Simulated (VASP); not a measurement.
# Al30Ga (a cell with a defect) in VASP: single point with PBE+D3(BJ)

Aim: the single point of Al30Ga (a cell with a defect) with PBE+D3(BJ).

Everything below comes from runs of VASP 6.6.1. Logs are shortened: lines on timing, memory, paths and dates and some standing lists are left out, and cuts for length are marked.

## (1) The cell of the first run

The cell holds a defect, 31 atoms: a = 8.100 Å, b = 8.100 Å, c = 8.100 Å, α = 90.00°, β = 90.00°, γ = 90.00°.

## (2) Single point, PBE+D3(BJ)

File INCAR:

```
  PREC = Accurate
  ENCUT = 520
  EDIFF = 1E-6
  ISMEAR = 0
  SIGMA = 0.05
  LREAL = Auto
  LASPH = True
  NELM = 60
  ALGO = Normal
  ISIF = 2
  LWAVE = False
  LCHARG = False
  GGA = PE
  IVDW = 12
  NBANDS = 72
```

File KPOINTS:

```
regular mesh
0
Gamma
  3 3 3
```

File POSCAR:

```
Al30Ga
1.0
    8.1000000000      0.0000000000      0.0000000000
    0.0000000000      8.1000000000      0.0000000000
    0.0000000000      0.0000000000      8.1000000000
Al Ga
30 1
Direct
    0.4998034568      0.0011672840      0.0006577778
    0.7467001235      0.2491141975      0.0035554321
    0.7464316049      0.0040138272      0.2487296296
   -0.0002119753      0.0005469136      0.0001576543
    0.2528227160      0.2491313580      0.0035495062
    0.4997823457      0.4976571605      0.0035460494
    0.7511591358      0.7514919753     -0.0012450617
    0.2530890123      0.0039782716      0.2487371605
    0.7662712346      0.5072451852      0.2429990123
    0.4997985185      0.0038634568      0.4973851852
    0.7653871605      0.2435103704      0.5067341975
    0.7512961728     -0.0008444444      0.7510902469
   -0.0002614815      0.5014282716     -0.0085445679
    0.2483860494      0.7514919753     -0.0012509877
   -0.0002393827      0.2490738272      0.2488028395
    0.2332640741      0.5072762963      0.2429628395
    0.4997835802      0.7466934568      0.2525867901
   -0.0002250617     -0.0077819753      0.5010055556
    0.2340759259      0.2434644444      0.5067727160
    0.7467017284      0.7466916049      0.5011333333
    0.2482846914     -0.0008361728      0.7510777778
    0.4997992593      0.2528588889      0.7463807407
    0.7464332099      0.5015180247      0.7462343210
   -0.0002612346      0.7587887654      0.2488202469
   -0.0002400000      0.5014408642      0.5011719753
    0.2528229630      0.7466918519      0.5011116049
   -0.0002249383      0.2492424691      0.7580261728
    0.2530879012      0.5015041975      0.7462629630
    0.4998024691      0.7495875309      0.7490795062
   -0.0002106173      0.7500876543      0.7496995062
    0.4997044444      0.3760516049      0.3741780247
```

Potentials or basis: VASP PAW PBE potentials, release 64 (Al, Ga_d).

Started as:

```console
cat potpaw_PBE.64/Al/POTCAR potpaw_PBE.64/Ga_d/POTCAR > POTCAR
mpirun -np 1 vasp_std > vasp.out
```

OUTCAR:

```text
PREC = Accurate
   ENCUT = 520
   EDIFF = 1E-6
   ISMEAR = 0
   LREAL = Auto
   LASPH = True
   NELM = 60
   ISIF = 2
   GGA = PE
   IVDW = 12
 IVDW          = 12

 ion  position               nearest neighbor table
   1  0.500  0.001  0.001-   3 2.83   8 2.83   2 2.83   5 2.83   7 2.87  12 2.87  14 2.87  21 2.87
                            29 2.88  22 2.90  17 2.90
   2  0.747  0.249  0.004-   3 2.81   1 2.83   6 2.84  15 2.85  27 2.86   9 2.86   4 2.87  12 2.88
                            22 2.89  13 2.90  23 2.92
   3  0.746  0.004  0.249-   2 2.81   1 2.83  10 2.84  15 2.85  11 2.86  24 2.86   4 2.88   7 2.88
                            17 2.89  18 2.90  20 2.92
   4  1.000  0.001  0.000-  24 2.81  27 2.81  15 2.85  12 2.85  21 2.85  14 2.85   7 2.85  30 2.87
                             5 2.87   2 2.87   8 2.87   3 2.88
   5  0.253  0.249  0.004-   8 2.81   1 2.83   6 2.84  15 2.85  27 2.86  16 2.86   4 2.87  21 2.88
                            22 2.89  13 2.90  28 2.92
   6  0.500  0.498  0.004-   2 2.84   5 2.84  17 2.85  22 2.88  23 2.89  28 2.89   7 2.89  14 2.89
                            29 2.90  16 2.90   9 2.90
   7  0.751  0.751  0.999-   9 2.80  12 2.84   4 2.85  30 2.85  13 2.86  24 2.86   1 2.87  29 2.87
                            23 2.88   3 2.88  17 2.89   6 2.89
   8  0.253  0.004  0.249-   5 2.81   1 2.83  10 2.84  15 2.86  19 2.86  24 2.86   4 2.87  14 2.88
                            17 2.89  18 2.90  26 2.92
   9  0.766  0.507  0.243-  31 2.63  13 2.78  24 2.78   7 2.80  15 2.82  25 2.82   2 2.86  20 2.86
[... 28 lines left out ...]
                             6 2.89  27 2.90   2 2.92
  24  1.000  0.759  0.249-   9 2.78  16 2.78  18 2.78   4 2.81   3 2.86   8 2.86   7 2.86  14 2.86
                            20 2.90  26 2.90  25 2.92  13 2.95
  25  1.000  0.501  0.501-   9 2.82  16 2.82  19 2.82  11 2.82  30 2.85  20 2.85  26 2.85  23 2.85
                            28 2.86  15 2.89  27 2.92  24 2.92
  26  0.253  0.747  0.501-  28 2.81  29 2.83  17 2.84  25 2.85  18 2.86  16 2.86  30 2.87  21 2.88
                            10 2.89  24 2.90   8 2.92
  27  1.000  0.249  0.758-  19 2.78  13 2.78  11 2.78   4 2.81   5 2.86   2 2.86  12 2.86  21 2.86
                            28 2.90  23 2.90  25 2.92  18 2.94
  28  0.253  0.502  0.746-  26 2.81  29 2.83  22 2.84  25 2.86  19 2.86  13 2.86  30 2.87  14 2.88
                             6 2.89  27 2.90   5 2.92
  29  0.500  0.750  0.749-  23 2.83  28 2.83  20 2.83  26 2.83   7 2.87  12 2.87  14 2.87  21 2.87
                             1 2.88  10 2.90   6 2.90
  30  1.000  0.750  0.750-  13 2.81  18 2.81  25 2.85  12 2.85  21 2.85  14 2.85   7 2.85   4 2.87
                            26 2.87  20 2.87  28 2.87  23 2.88
  31  0.500  0.376  0.374-  16 2.63   9 2.63  19 2.63  11 2.63

  LATTYP: Found a simple cubic cell.
 ALAT       =     8.1000000000

  Lattice vectors:

 A1 = (   8.1000000000,   0.0000000000,   0.0000000000)
 A2 = (   0.0000000000,   8.1000000000,   0.0000000000)
 A3 = (   0.0000000000,   0.0000000000,   8.1000000000)

Analysis of symmetry for initial positions (statically):
=====================================================================
 Subroutine PRICEL returns:
 Original cell was already a primitive cell.

 Routine SETGRP: Setting up the symmetry group for a
 simple cubic supercell.

 Subroutine GETGRP returns: Found  1 space group operations
 (whereof  1 operations were pure point group operations)
 out of a pool of 48 trial point group operations.

The static configuration has the point symmetry C_1 .

Analysis of symmetry for dynamics (positions and initial velocities):
=====================================================================
 Subroutine PRICEL returns:
 Original cell was already a primitive cell.

 Routine SETGRP: Setting up the symmetry group for a
 simple cubic supercell.

 Subroutine GETGRP returns: Found  1 space group operations
 (whereof  1 operations were pure point group operations)
 out of a pool of 48 trial point group operations.

The dynamic configuration has the point symmetry C_1 .

 Subroutine INISYM returns: Found  1 space group operations
 (whereof  1 operations are pure point group operations),
 and found     1 'primitive' translations

----------------------------------------------------------------------------------------

                                     Primitive cell

  volume of cell :     531.4410

  direct lattice vectors                    reciprocal lattice vectors
     8.100000000  0.000000000  0.000000000     0.123456790  0.000000000  0.000000000
     0.000000000  8.100000000  0.000000000     0.000000000  0.123456790  0.000000000
     0.000000000  0.000000000  8.100000000     0.000000000  0.000000000  0.123456790

[... 84 lines left out ...]

  Length of vectors
     0.041152263  0.041152263  0.041152263

  Shift w.r.t. Gamma in fractional coordinates (k-lattice)
     0.000000000  0.000000000  0.000000000

 Subroutine IBZKPT returns following result:
 ===========================================

 Found     14 irreducible k-points:

 Following reciprocal coordinates:
            Coordinates               Weight
  0.000000  0.000000  0.000000      1.000000
  0.333333  0.000000  0.000000      2.000000
  0.000000  0.333333  0.000000      2.000000
  0.000000  0.000000  0.333333      2.000000
  0.333333  0.333333  0.000000      2.000000
  0.000000  0.333333  0.333333      2.000000
  0.333333  0.000000  0.333333      2.000000
 -0.333333  0.333333  0.000000      2.000000
 -0.333333  0.000000  0.333333      2.000000
  0.000000 -0.333333  0.333333      2.000000
  0.333333  0.333333  0.333333      2.000000
 -0.333333  0.333333  0.333333      2.000000
 -0.333333 -0.333333  0.333333      2.000000
  0.333333 -0.333333  0.333333      2.000000
   k-points           NKPTS =     14   k-points in BZ     NKDIM =     14   number of bands    NBANDS=     72
   number of dos      NEDOS =    301   number of ions     NIONS =     31
   total plane-waves  NPLWV = 216000
   dimension x,y,z NGX =    60 NGY =   60 NGZ =   60
   dimension x,y,z NGXF=   120 NGYF=  120 NGZF=  120
   ions per type =              30   1
   NGX,Y,Z   is equivalent  to a cutoff of  12.31, 12.31, 12.31 a.u.
   NGXF,Y,Z  is equivalent  to a cutoff of  24.63, 24.63, 24.63 a.u.
 SYSTEM =  unknown system
   PREC   = accura    normal or accurate (medium, high low for compatibility)
   ISTART =      0    job   : 0-new  1-cont  2-samecut
   ICHARG =      2    charge: 1-file 2-atom 10-const
   ISPIN  =      1    spin polarized calculation?
   LNONCOLLINEAR =      F non collinear calculations
   LSORBIT =      F    spin-orbit coupling
   LASPH  =      T    aspherical Exc in radial PAW
   ENCUT  =  520.0 eV  38.22 Ry    6.18 a.u.  15.06 15.06 15.06*2*pi/ulx,y,z
   NELM   =     60;   NELMIN=  2; NELMDL= -5     # of ELM steps
   EDIFF  = 0.1E-05   stopping-criterion for ELM
   LREAL  =      T    real-space projection
   EDIFFG = 0.1E-04   stopping-criterion for IOM
   NSW    =      0    number of steps for IOM
   IBRION =     -1    ionic relax: 0-MD 1-quasi-New 2-CG
   NFREE  =      0    steps in history (QN), initial steepest desc. (CG)
   ISIF   =      2    stress and relaxation
   ISYM   =      2    0-nonsym 1-usesym 2-fastsym
   POTIM  = 0.5000    time-step for ionic-motion
   TEBEG  =    0.0;   TEEND  =   0.0 temperature during run
   PSTRESS=    0.0 pullay stress
   NELECT =     103.0000    total number of electrons
   NUPDOWN=      -1.0000    fix difference up-down
   EMIN   =  10.00;   EMAX   =-10.00  energy-range for DOS
   EFERMI =   0.00;   METHOD = LEGACY
   ISMEAR =     0;   SIGMA  =   0.05  broadening in eV -4-tet -1-fermi 0-gaus
   EFERMI_NEDOS =   21; number of points for ismear=-14 and -15
   IALGO  =     38    algorithm
   IMIX   =      4    mixing-type and parameters
     AMIX     =   0.40;   BMIX     =  1.00
     AMIX_MAG =   1.60;   BMIX_MAG =  1.00
  volume/ion in A,a.u.               =      17.14       115.69
  Fermi-wavevector in a.u.,A,eV,Ry     =   0.947405  1.790335 12.212259  0.897576
  Thomas-Fermi vector in A             =   2.075495
   LORBIT       =      0    0 simple, 1 ext, 2 COOP (PROOUT), +10 PAW based schemes
   GGA     = PE    functional components
   LHFCALC =     F    Hartree Fock is set to
   AEXX    =    0.0000 exact exchange contribution
   IVDW    =    12    specifies the selected vdW correction
   LEPSILON=     F    determine dielectric tensor
   LRPA    =     F    only Hartree local field effects (RPA)
 non-spin polarized calculation
 Gauss-broadening in eV      SIGMA  =   0.05
  energy-cutoff  :      520.00
  volume of cell :      531.44
 maximum number of plane-waves:     14358
   NGX = 31   NGY = 31   NGZ = 31

 number of electron     103.0000017 magnetization

 Free energy of the ion-electron system (eV)
  ---------------------------------------------------
  ext. energy  EPLUGINS =         0.00000000
  ---------------------------------------------------
  free energy    TOTEN  =      -114.64922028 eV

  energy without entropy =     -114.63374413  energy(sigma->0) =     -114.64148221

 E-fermi :   7.4345     XC(G=0): -10.0782

 val. band max:        7.4219955156   @ k =  -0.3333  -0.3333   0.3333
 cond. band min:       7.4383252392   @ k =   0.0000   0.0000   0.3333
 fundamental gap:      0.0163297235
 Fermi energy:         7.4344784519

 k-point     1 :       0.0000    0.0000    0.0000
  band No.  band energies     occupation
      1      -7.5229      2.00000
      2      -7.5064      2.00000
      3      -7.4997      2.00000
      4      -7.4794      2.00000
      5      -7.4631      2.00000
      6      -3.4216      2.00000
[... 913 lines left out ...]
     62       9.2203      0.00000
     63       9.4231      0.00000
 [bands above 63 left out]

------------------------ aborting loop because EDIFF is reached ----------------------------------------

 Edisp (eV)  -10.04248

 E8    (eV) :    -4.4984

  FORCE on cell =-STRESS in cart. coord.  units (eV):
  Direction    XX          YY          ZZ          XY          YZ          ZX
  --------------------------------------------------------------------------------------
  -------------------------------------------------------------------------------------
  Total     -10.84987   -12.98400   -12.98272    -0.00179    -0.19704     0.00276
  in kB     -32.70996   -39.14391   -39.14003    -0.00540    -0.59404     0.00833
  external pressure =      -37.00 kB  Pullay stress =        0.00 kB

 VOLUME and BASIS-vectors are now :
 -----------------------------------------------------------------------------
  energy-cutoff  :      520.00
  volume of cell :      531.44
      direct lattice vectors                 reciprocal lattice vectors
     8.100000000  0.000000000  0.000000000     0.123456790  0.000000000  0.000000000
     0.000000000  8.100000000  0.000000000     0.000000000  0.123456790  0.000000000
     0.000000000  0.000000000  8.100000000     0.000000000  0.000000000  0.123456790

 POSITION                                       TOTAL-FORCE (eV/Angst)
 -----------------------------------------------------------------------------------
      4.04841      0.00946      0.00533        -0.003118      0.005863      0.004387
      6.04827      2.01782      0.02880        -0.001407      0.000819      0.002393
      6.04610      0.03251      2.01471         0.001594      0.000789      0.000330
      8.09828      0.00443      0.00128        -0.002090      0.003578      0.000729
      2.04786      2.01796      0.02875         0.003952     -0.000507      0.002785
      4.04824      4.03102      0.02872        -0.000669     -0.004675      0.002377
[... 23 lines left out ...]
      8.09829      6.07571      6.07257        -0.001562      0.000810     -0.000051
      4.04761      3.04602      3.03084         0.001292     -0.003791      0.003721
 -----------------------------------------------------------------------------------
    total drift:                                0.006402      0.004128     -0.001299

  FREE ENERGIE OF THE ION-ELECTRON SYSTEM (eV)
  ---------------------------------------------------
  free  energy   TOTEN  =      -124.6916994419 eV

  energy  without entropy=     -124.6762232960  energy(sigma->0) =     -124.68396137
```

Wall time 13 min (1 thread of Intel Xeon Platinum 8375C at 2.90GHz (Ice Lake), shared host); peak memory 0.66 GiB.

Results:

```
Free energy                : -124.6917 eV
Pressure                   : -3.7 GPa
Largest force              : 0.008 eV/Å
Band gap on the k mesh     : zero (an odd number of electrons rules out a gap without spin polarisation)
Dispersion energy per atom : -0.324 eV
```

Forces on the atoms (eV/Å):
```
Al  -0.003  0.006  0.004
Al  -0.001  0.001  0.002
Al   0.002  0.001  0.000
Al  -0.002  0.004  0.001
Al   0.004 -0.001  0.003
Al  -0.001 -0.005  0.002
Al   0.004  0.003 -0.004
Al   0.001  0.001  0.000
Al  -0.003  0.002 -0.004
Al  -0.001  0.000 -0.005
Al   0.008 -0.001  0.000
Al   0.004 -0.003  0.004
Al   0.001  0.000 -0.005
Al  -0.002  0.002 -0.003
Al  -0.001 -0.004 -0.002
Al   0.003  0.002 -0.004
Al   0.000 -0.002  0.005
Al  -0.001 -0.002  0.001
Al  -0.005  0.001 -0.001
Al  -0.002 -0.002  0.001
Al  -0.004 -0.002  0.005
Al  -0.001  0.004  0.000
Al   0.001 -0.001 -0.001
Al   0.001  0.005 -0.001
Al  -0.001  0.001  0.004
Al   0.004 -0.003  0.001
Al  -0.001  0.000  0.001
Al   0.001  0.000 -0.002
Al  -0.003 -0.004 -0.006
Al  -0.002  0.001  0.000
Ga   0.001 -0.004  0.004
```

Stress tensor (GPa, compression positive):
```
-3.27  0.00  0.00
 0.00 -3.91 -0.06
 0.00 -0.06 -3.91
```

Levels at points of the mesh, in eV from the Fermi level:
```csv
k point,band 50,band 51,band 52,band 53,band 54,band 55
"(0.00, 0.00, 0.00)",-0.16,0.13,0.38,0.49,0.56,0.59
```
